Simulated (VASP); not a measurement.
Input of a VASP 6.6.1 run:

Contents of INCAR:

```
SYSTEM = Si3C
  ALGO = Normal
  EDIFF = 1E-7
  ENCUT = 520
  GGA = PE
  ISIF = 2
  ISMEAR = 0
  LASPH = .True.
  LCHARG = .False.
  LREAL = .False.
  LWAVE = .False.
  NBANDS = 16
  NELM = 80
  PREC = Accurate
  SIGMA = 0.1
```

File KPOINTS:

```
k-points
0
Gamma
  18 18 8
  0 0 0
```

File POSCAR:

```
Si3C
1.0
    2.9040053532      0.0000000000      0.0000000000
   -1.4520026766      2.5149424086      0.0000000000
    0.0000000000      0.0000000000      6.5489231108
Si C
3 1
Direct
    0.3333333333      0.6666666667      0.6863997180
    0.3333333333      0.6666666667      0.3136002820
    0.6666666667      0.3333333333      0.0000000000
    0.6666666667      0.3333333333      0.5000000000
```

Potentials or basis: VASP PAW PBE potentials, release 64 (Si, C).

Run with:

```sh
$ cat potpaw_PBE.64/Si/POTCAR potpaw_PBE.64/C/POTCAR > POTCAR
$ mpirun -np 1 vasp_std > vasp.out
```

Question: Predict the largest force.

Answer: 0.012 eV/Å.

Question: Predict the band gap on the k mesh.

Answer: Zero (band 8 reaches 15.38 eV, above the bottom of band 9 at 7.68 eV).

Stress tensor (GPa, compression positive):
```
 0.09  0.00  0.00
 0.00  0.09  0.00
 0.00  0.00 -0.19
```
